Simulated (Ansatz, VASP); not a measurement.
**BaTiO3 in VASP and in Ansatz**

File INCAR:

```
SYSTEM = BaTiO3
ALGO = Normal
EDIFF = 1E-8
ENCUT = 520
GGA = PS
ISIF = 2
ISMEAR = -1
LASPH = .True.
LCHARG = .False.
LEFG = .True.
LREAL = .False.
LWAVE = .False.
NBANDS = 28
NELM = 100
PREC = Accurate
SIGMA = 0.05
```

Contents of KPOINTS:

```
k-points
0
Gamma
  8 8 8
  0 0 0
```

POSCAR

```
BaTiO3
1.0
    3.9442590000      0.0000000000      0.0000000000
    0.0000000000      2.8086795000      2.8458000000
    0.0000000000     -2.8086795000      2.8458000000
Ba Ti O
1 1 3
Direct
    0.0000000000      0.0000000000      0.0000000000
    0.5000000000      0.5079000000      0.5079000000
    0.0000000000      0.4921000000      0.4921000000
    0.5000000000      0.5025100000      0.9937100000
    0.5000000000      0.9937100000      0.5025100000
```

Input for Ansatz:

```yaml
crystal:
  lattice:
    - [3.944259, 0.0, 0.0]
    - [0.0, 2.8086795, 2.8458]
    - [0.0, -2.8086795, 2.8458]
  atoms:
    - { symbol: Ba, position: [0.0, 0.0, 0.0] }
    - { symbol: Ti, position: [0.5, 0.5079, 0.5079] }
    - { symbol: O, position: [0.0, 0.4921, 0.4921] }
    - { symbol: O, position: [0.5, 0.50251, 0.99371] }
    - { symbol: O, position: [0.5, 0.99371, 0.50251] }
kpoints:
  mp_grid: { grid: [8, 8, 8] }
scf:
  occupations: { method: fermi_dirac, width: 0.05 }
hamiltonian:
  xc: pbesol
  pseudopotentials: { kind: all_electron, datasets: crystal }
output:
  forces: true
  stress: true
  eigenvalues: true
  efg: { contact_densities: true }
```

Change from the starting cell: equal xx and yy strain of -1 %, crystal datasets.

Alike in both runs: task electric field gradients; functional PBEsol; k mesh 8 × 8 × 8; occupations fermi-dirac, width 0.05 eV; no spin polarisation.

```csv
,VASP,Ansatz
version,VASP 6.6.1,Ansatz 0.2.0
potentials or method,"VASP PAW PBE potentials, release 64 (Ba_sv, Ti_sv, O), cutoff 520 eV","all-electron PAW with datasets made for the crystal, scalar-relativistic"
```

|  | VASP | Ansatz | Ansatz less VASP |
| --- | --- | --- | --- |
| pressure (GPa) | 1.0 | -0.9 | -1.94 |
| traceless stress, the component that is largest in VASP (GPa) | -2.35 | -2.29 | +0.065 |
| rms of the force components (eV/Å) | 0.080 | 0.085 | +0.0045 |
| size of Vzz on the site where it differs most (V/Å²) | 7.6 | 7.2 | -0.41 |

VASP's potentials were made for PBE, not for PBEsol. Atom by atom the forces differ by 0.009 eV/Å (rms over components). Ansatz ran all-electron here, and VASP with PAW potentials.

Spin-orbit coupling is off throughout.
